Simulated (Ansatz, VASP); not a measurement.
## Ir in VASP and in Ansatz

```
CELL_PARAMETERS angstrom
2.56997 0.00000 0.00000
0.00000 2.56997 0.00000
0.00000 0.00000 2.56997
ATOMIC_POSITIONS crystal
Ir 0.00000 0.00000 0.00000
```

Alike in both runs: functional PBE; k mesh 14 × 14 × 14; occupations fermi-dirac, width 0.05 eV; no spin polarisation.

Ansatz relaxed the structure, and its values are those at the end. VASP's run is a single point on that final structure, the one shown.

|  | VASP | Ansatz |
| --- | --- | --- |
| version | VASP 6.6.1 | Ansatz 0.2.0 |
| potentials or method | VASP PAW PBE potentials, release 64 (Ir) | PAW with Ansatz's earlier generated frozen-core files (soft_1), scalar-relativistic |
| plane-wave cutoff (eV) | 500 | 420 |
| valence electrons in the cell | 9 | 17 |

|  | VASP | Ansatz | Ansatz less VASP |
| --- | --- | --- | --- |
| pressure (GPa) | 0.2 | 0.0 | -0.19 |

With one functional, cell and mesh, what is left measures potentials, basis and numerics. VASP's potentials hold 9 valence electrons a cell and Ansatz's 17, so a difference there can come from the potentials and not from the codes.

Neither program's run includes spin-orbit coupling.
